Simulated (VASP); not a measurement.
# B2P3: single point with PBE

Crystal: B2P3.

```
B P
1.0
     2.07414   -2.28032    0.00000
     2.07414    2.28032    0.00000
     0.00000    0.00000    5.96453
B P
2 3
Direct
  0.18974 0.81026 0.00000
  0.81026 0.18974 0.00000
  0.50000 0.50000 0.75692
  0.50000 0.50000 0.24308
  0.00000 0.00000 0.50000
```

The cell was built from a structure type or drawn by symmetry, and may not be a known phase.

```yaml
Program: VASP 6.6.1
Task: single point
Functional: PBE
Potentials_or_basis: VASP PAW PBE potentials, release 64 (B, P)
Cutoff: 520 eV
k_mesh: 12 × 12 × 6
Occupations: gaussian, width 0.1 eV
Spin: no spin polarisation
Dipole_correction: no
Further_INCAR_settings: ALGO = Normal; EDIFF = 1e-07; NBANDS = 18
```

- Pressure: -0.2 GPa
- Largest force: 0.008 eV/Å
- Band gap on the k mesh: zero (an odd number of electrons rules out a gap without spin polarisation)

Forces on the atoms (eV/Å):
```
B    0.000 -0.006  0.000
B    0.000  0.006  0.000
P    0.000  0.000  0.008
P    0.000  0.000 -0.008
P    0.000  0.000  0.000
```

Stress tensor (GPa, compression positive):
```
-0.16  0.00  0.00
 0.00 -0.11  0.00
 0.00  0.00 -0.23
```

Levels at points of the mesh, in eV from the Fermi level:
```tsv
k point	band 8	band 9	band 10	band 11	band 12	band 13
(0.00, 0.00, 0.00)	-1.59	-1.42	-0.53	0.86	1.09	2.36
(0.50, 0.00, 0.00)	-0.03	0.04	0.58	1.40	1.49	2.97
(0.50, 0.50, 0.00)	-4.79	-4.76	-4.35	-3.43	-3.31	2.14
(0.00, 0.00, 0.50)	-1.72	-1.52	-0.88	-0.56	2.70	3.50
(0.50, 0.00, 0.50)	-3.55	-2.32	0.96	1.19	1.72	2.28
(0.50, 0.50, 0.50)	-6.34	-3.10	-1.78	-1.72	-0.12	0.29
```

Wall time 48 s on 1 thread of Intel(R) Xeon(R) 6975P-C (Granite Rapids) (shared host), peak memory 0.27 GiB.
